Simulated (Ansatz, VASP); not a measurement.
## Two plane-wave programs on SnO2

Contents of INCAR:

```
SYSTEM = SnO2
  PREC = Accurate
  ENCUT = 520
  EDIFF = 1E-6
  ISMEAR = 0
  SIGMA = 0.05
  LREAL = .FALSE.
  LASPH = .TRUE.
  NELM = 80
  ALGO = Normal
  ISIF = 2
  LWAVE = .FALSE.
  LCHARG = .FALSE.
  GGA = PE
  NBANDS = 35
```

Contents of KPOINTS:

```
regular mesh
0
G
  6 6 8
  0 0 0
```

The input POSCAR:

```
SnO2
1.0
    4.8277932898      0.0000000000      0.0000000000
    0.0000000000      4.8278069739      0.0000000000
    0.0000000000      0.0000000000      3.2379014683
Sn O
2 4
Direct
    0.5059145075      0.5076213321      0.5000000000
   -0.0059244324      0.0076290438      0.0000000000
    0.3301998442      0.2783261492      0.0000000000
    0.7829818591      0.1650961858      0.5000000000
    0.1698369763      0.7783568552      0.5000000000
    0.7170549614      0.6650654798      0.0000000000
```

Input for Ansatz:

```yaml
crystal:
  lattice:
    - [4.8277932898, 0.0, 0.0]
    - [0.0, 4.8278069739, 0.0]
    - [0.0, 0.0, 3.2379014683]
  atoms:
    - { symbol: Sn, position: [0.5059145075, 0.5076213321, 0.5] }
    - { symbol: Sn, position: [-0.0059244324, 0.0076290438, 0.0] }
    - { symbol: O, position: [0.3301998442, 0.2783261492, 0.0] }
    - { symbol: O, position: [0.7829818591, 0.1650961858, 0.5] }
    - { symbol: O, position: [0.1698369763, 0.7783568552, 0.5] }
    - { symbol: O, position: [0.7170549614, 0.6650654798, 0.0] }
basis:
  ecutwfc: 520.0
kpoints:
  mp_grid: { grid: [6, 6, 8] }
hamiltonian:
  xc: pbe
  pseudopotentials: { kind: paw, azcp: { folder: soft_1 } }
scf:
  occupations: { method: gaussian, width: 0.05 }
output:
  forces: true
  stress: true
  eigenvalues: true
```

Change from the starting cell: mode 4 frozen in at +0.000 Å and mode 7 at +0.178 Å (largest displacements).

Alike in both runs: task single point; functional PBE; k mesh 6 × 6 × 8; occupations gaussian, width 0.05 eV; no spin polarisation.

|  | VASP | Ansatz |
| --- | --- | --- |
| version | VASP 6.6.1 | Ansatz 0.2.0 |
| potentials or method | VASP PAW PBE potentials, release 64 (Sn_d, O), cutoff 520 eV | scalar-relativistic, plane waves, PAW |
| valence electrons in the cell | 52 | 52 |

|  | VASP | Ansatz | Ansatz less VASP |
| --- | --- | --- | --- |
| gap on the k mesh at the Fermi level (eV) | 0.73 | 0.74 | +0.015 |
| least direct gap on the mesh (eV) | 0.73 | 0.74 | +0.015 |
| pressure (GPa) | 0.2 | -0.4 | -0.57 |
| traceless stress, the component that is largest in VASP (GPa) | -1.47 | -1.34 | +0.125 |
| rms of the force components (eV/Å) | 0.405 | 0.403 | -0.0015 |

Atom by atom the forces differ by 0.011 eV/Å (rms over components). The functional is the same, so the differences come from potentials, cutoffs and numerics.
